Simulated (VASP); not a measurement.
# Si8NO14 (a cell with a defect) in VASP: further runs, part 2 of 2

VASP 6.6.1. Earlier steps stand in the parts before.

## Step 4: Single point, LDA, collinear spin, zero start

INCAR reads:

```
ALGO = Normal
EDIFF = 1E-6
ENCUT = 520
GGA_COMPAT = F
ISIF = 2
ISMEAR = 0
ISPIN = 2
LASPH = T
LCHARG = F
LORBIT = 11
LREAL = F
LWAVE = F
MAGMOM = 0 0 0 0 0 0 0 0 0 0 0 0 0 0 0 0 0 0 0 0 0 0 0
NBANDS = 82
NELM = 200
PREC = Accurate
SIGMA = 0.05
```

KPOINTS reads:

```
k-points
0
Gamma
  1 1 1
```

POSCAR reads:

```
Si8NO14
1.0
   -4.1693000000     -4.1693000000      0.0000000000
    4.1693000000     -4.1693000000      0.0000000000
    0.0000000000      0.0000000000      5.3304000000
Si O N
8 14 1
Direct
    0.4998825942      0.5019654378      0.0019077368
   -0.0001170460      0.5000935409      0.2503843989
    0.4998822344      0.5019638788      0.4988606859
   -0.0001182453      0.4861151752      0.7503843989
   -0.0001168062     -0.0001978749      0.0226074966
    0.4998819946      0.0003259540      0.2503842113
   -0.0001184851     -0.0001921186      0.4781599880
    0.4998825942      0.0025295613      0.7503840237
    0.1933166239      0.5008946346      0.0018936665
   -0.0001190847      0.1995686326      0.2503817725
    0.8064476051      0.5008965534      0.0018942293
   -0.0001166863      0.8013948385      0.2503872130
    0.1933166239      0.5008910369      0.4988749437
    0.8064476051      0.5008931955      0.4988743809
    0.6905115967     -0.0019689156      0.0094263095
    0.4998804356      0.6921117454      0.2503851493
    0.3092525124     -0.0019671168      0.0094259343
    0.4998825942      0.3091052455      0.2503832733
    0.6905117166     -0.0019654378      0.4913419256
    0.4998816348      0.6956981987      0.7503832733
    0.3092527523     -0.0019637589      0.4913424884
    0.4998831938      0.3083829420      0.7503849617
   -0.0001186050      1.0960282302      0.7503851493
```

On the command line:

```
cat potpaw_LDA.64/Si/POTCAR potpaw_LDA.64/O/POTCAR potpaw_LDA.64/N/POTCAR > POTCAR
mpirun -np 1 vasp_gam > vasp.out
```

Run time: 37 s. Hardware: 1 thread of Intel Xeon Platinum 8559C (Emerald Rapids), shared host; peak memory 0.25 GiB.

It converged, with:

```
Free energy                                           : -190.3531 eV
Pressure                                              : 10.6 GPa
Largest force                                         : 4.997 eV/Å
Net moment                                            : 1.00 μB per cell
Site moments                                          : Si +0.00, +0.13, +0.02 (each value once); O +0.04, +0.01, +0.00, -0.00 (each value once); N +0.03 μB
Valence electrons inside the program's atomic spheres : Si 1.50, 1.51, 1.45, 1.68, 1.59, 1.44 (each value once); O 5.22, 5.28, 5.26, 5.23, 5.24 (each value once); N 4.04
```

Forces on the atoms (eV/Å):
```
Si  -0.079  0.079 -0.063
Si  -0.187  0.187  0.000
Si  -0.079  0.079  0.063
Si  -0.608  0.608  0.000
Si  -0.121  0.121 -0.527
Si  -0.134  0.134  0.000
Si  -0.121  0.121  0.527
Si  -0.054  0.054  0.000
O   -0.150  0.120 -0.095
O   -0.169  0.169  0.000
O   -0.120  0.150 -0.095
O   -0.097  0.097  0.000
O   -0.150  0.120  0.095
O   -0.120  0.150  0.095
O   -0.305  0.165 -0.145
O   -0.090  0.090  0.000
O   -0.165  0.305 -0.145
O   -0.174  0.174  0.000
O   -0.305  0.165  0.145
O   -0.047  0.047  0.000
O   -0.165  0.305  0.145
O   -0.095  0.095  0.000
N    3.534 -3.534  0.000
```

Stress tensor (GPa, compression positive):
```
 2.32  0.84  0.00
 0.84  2.32  0.00
 0.00  0.00 27.09
```

Levels at points of the mesh, in eV from the Fermi level:
Spin up:
| k point | band 59 | band 60 | band 61 | band 62 | band 63 | band 64 |
| --- | --- | --- | --- | --- | --- | --- |
| (0.00, 0.00, 0.00) | -2.88 | -1.13 | -0.24 | 3.41 | 3.74 | 3.87 |
Spin down:
```tsv
k point	band 58	band 59	band 60	band 61	band 62	band 63
(0.00, 0.00, 0.00)	-3.64	-2.86	-1.09	0.48	3.49	3.94
```

Caveat: the k points lie up to 1.18 Å⁻¹ apart.

## Step 5: Single point, LDA, collinear spin, zero start

INCAR reads:

```
  PREC = Accurate
  ENCUT = 520
  EDIFF = 1E-6
  ISMEAR = 0
  SIGMA = 0.05
  LREAL = F
  LASPH = T
  NELM = 200
  ALGO = Normal
  ISIF = 2
  LWAVE = F
  LCHARG = T
  ISPIN = 2
  MAGMOM = 0 0 0 0 0 0 0 0 0 0 0 0 0 0 0 0 0 0 0 0 0 0 0
  LORBIT = 11
  LELF = T
  LVHAR = T
  NBANDS = 82
  GGA_COMPAT = F
```

KPOINTS reads:

```
Automatic mesh
0
Gamma
  1 1 1
```

POSCAR reads:

```
Si8NO14
1.0
   -4.1693000000     -4.1693000000      0.0000000000
    4.1693000000     -4.1693000000      0.0000000000
    0.0000000000      0.0000000000      5.3304000000
Si O N
8 14 1
Direct
    0.5000000000      0.4992627060     -0.0004312997
    0.0000000000      0.5130969227      0.2500000000
    0.5000000000      0.4992627060      0.5004312997
    0.0000000000      0.4662123138      0.7500000000
    0.0000000000      0.0130916461      0.0049167042
    0.5000000000     -0.0079152376      0.2500000000
    0.0000000000      0.0130916461      0.4950832958
    0.5000000000     -0.0031659991      0.7500000000
    0.1930206509      0.5104537932     -0.0016482816
    0.0000000000      0.2048092006      0.2500000000
    0.8069793491      0.5104537932     -0.0016482816
    0.0000000000      0.8140155422      0.2500000000
    0.1930206509      0.5104537932      0.5016482816
    0.8069793491      0.5104537932      0.5016482816
    0.6934764829     -0.0076404912      0.0011016059
    0.5000000000      0.6895615571      0.2500000000
    0.3065235171     -0.0076404912      0.0011016059
    0.5000000000      0.3030470343      0.2500000000
    0.6934764829     -0.0076404912      0.4988983941
    0.5000000000      0.6920487852      0.7500000000
    0.3065235171     -0.0076404912      0.4988983941
    0.5000000000      0.3039968340      0.7500000000
    0.0000000000      1.1808315545      0.7500000000
```

Potentials or basis: VASP PAW LDA potentials, release 64 (Si, O, N).

On the command line:

```
cat potpaw_LDA.64/Si/POTCAR potpaw_LDA.64/O/POTCAR potpaw_LDA.64/N/POTCAR > POTCAR
mpirun -np 1 vasp_gam > vasp.out
```

OUTCAR:

```text
PREC = Accurate
   ENCUT = 520
   EDIFF = 1E-6
   ISMEAR = 0
   LREAL = F
   LASPH = T
   NELM = 200
   ISIF = 2
   ISPIN = 2
   LORBIT = 11

 ion  position               nearest neighbor table
   1  0.500  0.499  1.000-  16 1.74  20 1.75  22 1.76  18 1.77   9 1.81  11 1.81   3 2.66   3 2.67

   2  0.000  0.513  0.250-   9 1.76  11 1.76  13 1.76  14 1.76  12 1.77  10 1.82   4 2.68   4 2.68

   3  0.500  0.499  0.500-  16 1.74  20 1.75  22 1.76  18 1.77  13 1.81  14 1.81   1 2.66   1 2.67
[... 12 lines left out ...]
  10  0.000  0.205  0.250-   5 1.73   7 1.73   2 1.82
  11  0.807  0.510  0.998-   2 1.76   4 1.77   1 1.81
  12  0.000  0.814  0.250-   5 1.76   7 1.76   2 1.77
  13  0.193  0.510  0.502-   2 1.76   4 1.77   3 1.81
  14  0.807  0.510  0.502-   2 1.76   4 1.77   3 1.81
  15  0.693  0.992  0.001-   6 1.75   8 1.76   5 1.81
  16  0.500  0.690  0.250-   1 1.74   3 1.74   6 1.78
  17  0.307  0.992  0.001-   6 1.75   8 1.76   5 1.81
  18  0.500  0.303  0.250-   1 1.77   3 1.77   6 1.83
  19  0.693  0.992  0.499-   6 1.75   8 1.76   7 1.81
  20  0.500  0.692  0.750-   1 1.75   3 1.75   8 1.80
  21  0.307  0.992  0.499-   6 1.75   8 1.76   7 1.81
  22  0.500  0.304  0.750-   1 1.76   3 1.76   8 1.81
  23  0.000  0.181  0.750-   5 1.68   7 1.68   4 1.68

  LATTYP: Found a simple tetragonal cell.
 ALAT       =     5.8962806056
 C/A-ratio  =     0.9040275313

  Lattice vectors:

 A1 = (  -4.1693000000,  -4.1693000000,   0.0000000000)
 A2 = (   4.1693000000,  -4.1693000000,   0.0000000000)
 A3 = (   0.0000000000,   0.0000000000,   5.3304000000)

Analysis of symmetry for initial positions (statically):
=====================================================================
 Subroutine PRICEL returns:
 Original cell was already a primitive cell.

 Routine SETGRP: Setting up the symmetry group for a
 simple tetragonal supercell.

 Subroutine GETGRP returns: Found  4 space group operations
 (whereof  2 operations were pure point group operations)
 out of a pool of 16 trial point group operations.

[... 282 lines left out ...]
     72      17.3231      0.00000
 Fermi energy:         9.6610521803

 spin component 2

 k-point     1 :       0.0000    0.0000    0.0000
  band No.  band energies     occupation
      1     -14.3901      1.00000
      2     -12.7095      1.00000
      3     -12.6487      1.00000
      4     -11.7517      1.00000
      5     -11.6351      1.00000
      6     -11.3794      1.00000
[... 64 lines left out ...]
     71      17.0413      0.00000
     72      17.3232      0.00000
 [bands above 72 left out]

------------------------ aborting loop because EDIFF is reached ----------------------------------------

  FORCE on cell =-STRESS in cart. coord.  units (eV):
  Direction    XX          YY          ZZ          XY          YZ          ZX
  --------------------------------------------------------------------------------------
  -------------------------------------------------------------------------------------
  Total       -0.3151973     -0.3151973     13.5177656     -2.5724668     -0.0000000      0.0000000
  in kB       -2.7250659     -2.7250659    116.8690208    -22.2404857     -0.0000000      0.0000000
  external PRESSURE =      37.1396297 kB  Pullay stress =       0.0000000 kB

 VOLUME and BASIS-vectors are now :
 -----------------------------------------------------------------------------
  energy-cutoff  :      520.00
  volume of cell :      185.32
      direct lattice vectors                 reciprocal lattice vectors
    -4.169300000 -4.169300000  0.000000000    -0.119924208 -0.119924208  0.000000000
     4.169300000 -4.169300000  0.000000000     0.119924208 -0.119924208  0.000000000
     0.000000000  0.000000000  5.330400000     0.000000000  0.000000000  0.187603182

 POSITION                                       TOTAL-FORCE (eV/Angst)
 -----------------------------------------------------------------------------------
     -0.00307     -4.16623      5.32810        -0.017727      0.017727      0.020260
      2.13925     -2.13925      1.33260        -0.074962      0.074962     -0.000000
     -0.00307     -4.16623      2.66750        -0.017727      0.017727     -0.020260
      1.94378     -1.94378      3.99780         0.053627     -0.053627     -0.000000
      0.05458     -0.05458      0.02621         0.144507     -0.144507      0.163737
      2.05165     -6.22095      1.33260         0.082579     -0.082579     -0.000000
[... 15 lines left out ...]
     -0.81720     -3.35210      3.99780         0.128960     -0.128960     -0.000000
      0.75394     -0.75394      3.99780        -0.493695      0.493695     -0.000000
 -----------------------------------------------------------------------------------
    total drift:                                0.001430     -0.001430      0.000000

  FREE ENERGIE OF THE ION-ELECTRON SYSTEM (eV)
  ---------------------------------------------------
  free  energy   TOTEN  =      -192.3497978122 eV

  energy  without entropy=     -192.3215885881  energy(sigma->0) =     -192.33569320

 total charge

# of ion       s       p       d       tot
------------------------------------------
    1        0.558   0.936   0.000   1.494
    2        0.558   0.934   0.000   1.492
    3        0.558   0.936   0.000   1.494
    4        0.636   0.898   0.000   1.534
    5        0.612   0.950   0.000   1.562
    6        0.574   0.938   0.000   1.512
[... 15 lines left out ...]
   22        1.528   3.690   0.000   5.219
   23        1.213   2.828   0.000   4.041
--------------------------------------------------
tot         27.355  61.918   0.000  89.273

 magnetization (x)

# of ion       s       p       d       tot
------------------------------------------
    1        0.000   0.000   0.000   0.000
    2        0.000  -0.000   0.000   0.000
    3        0.000   0.000   0.000   0.000
    4        0.000   0.000   0.000   0.000
    5        0.000   0.000   0.000   0.000
    6        0.000   0.000   0.000   0.000
[... 15 lines left out ...]
   22        0.000   0.000   0.000   0.000
   23        0.000   0.000   0.000   0.000
--------------------------------------------------
tot          0.001   0.001   0.000   0.001
```

OSZICAR:

```text
N       E                     dE             d eps       ncg     rms          rms(c)
DAV:   1     0.120588284928E+04    0.12059E+04   -0.74750E+04   328   0.152E+03
DAV:   2    -0.107058570153E+03   -0.13129E+04   -0.12368E+04   470   0.384E+02
[... 12 lines left out ...]
DAV:  15    -0.192353001454E+03    0.15060E-02   -0.10752E-03   336   0.861E-02    0.737E-01
DAV:  16    -0.192351101743E+03    0.18997E-02   -0.58694E-04   336   0.596E-02    0.482E-01
DAV:  17    -0.192349827460E+03    0.12743E-02   -0.12021E-04   368   0.283E-02    0.754E-02
DAV:  18    -0.192349823601E+03    0.38589E-05   -0.80317E-06   368   0.802E-03    0.689E-02
DAV:  19    -0.192349797881E+03    0.25720E-04   -0.22679E-06   304   0.402E-03    0.800E-03
DAV:  20    -0.192349797812E+03    0.68945E-07   -0.16668E-07   240   0.146E-03
   1 F= -.19234980E+03 E0= -.19233569E+03  d E =-.282092E-01  mag=     0.0000
```

stdout:

```text
POSCAR found type information on POSCAR SiO N
 POSCAR found :  3 types and      23 ions
 scaLAPACK will be used
 -----------------------------------------------------------------------------
|                                                                             |
|                                                                             |
|     You have a (more or less) 'large supercell' and for larger cells it     |
|     might be more efficient to use real-space projection operators.         |
|     Therefore, try LREAL= Auto in the INCAR file.                           |
|     Mind: For very accurate calculation, you might also keep the            |
|     reciprocal projection scheme (i.e. LREAL=.FALSE.).                      |
|                                                                             |
 -----------------------------------------------------------------------------

 LDA part: xc-table for (Slater(with rela. corr.)+CA(PZ))
 , standard interpolation
 POSCAR, INCAR and KPOINTS ok, starting setup
 FFT: planning ... GRIDC
 FFT: planning ... GRID_SOFT
 FFT: planning ... GRID
 WAVECAR not read
 entering main loop
```

Wall time 50 s (1 thread of Intel Xeon Platinum 8559C (Emerald Rapids), shared host); peak memory 0.25 GiB.

What came out:

```
Free energy                                           : -192.3498 eV
Pressure                                              : 3.7 GPa
Largest force                                         : 0.698 eV/Å
Net moment                                            : 0.00 μB per cell
Valence electrons inside the program's atomic spheres : Si 1.49, 1.53, 1.56, 1.51 (each value once); O 5.21, 5.25, 5.22, 5.20, 5.24 (each value once); N 4.04
```

Forces on the atoms (eV/Å):
```
Si  -0.018  0.018  0.020
Si  -0.075  0.075  0.000
Si  -0.018  0.018 -0.020
Si   0.054 -0.054  0.000
Si   0.145 -0.145  0.164
Si   0.083 -0.083  0.000
Si   0.145 -0.145 -0.164
Si   0.038 -0.038  0.000
O   -0.005  0.044  0.009
O   -0.047  0.047  0.000
O   -0.044  0.005  0.009
O    0.121 -0.121  0.000
O   -0.005  0.044 -0.009
O   -0.044  0.005 -0.009
O    0.092 -0.025 -0.041
O   -0.136  0.136  0.000
O    0.025 -0.092 -0.041
O   -0.033  0.033  0.000
O    0.092 -0.025  0.041
O   -0.030  0.030  0.000
O    0.025 -0.092  0.041
O    0.129 -0.129  0.000
N   -0.494  0.494  0.000
```

Caveat: the k points lie up to 1.18 Å⁻¹ apart.
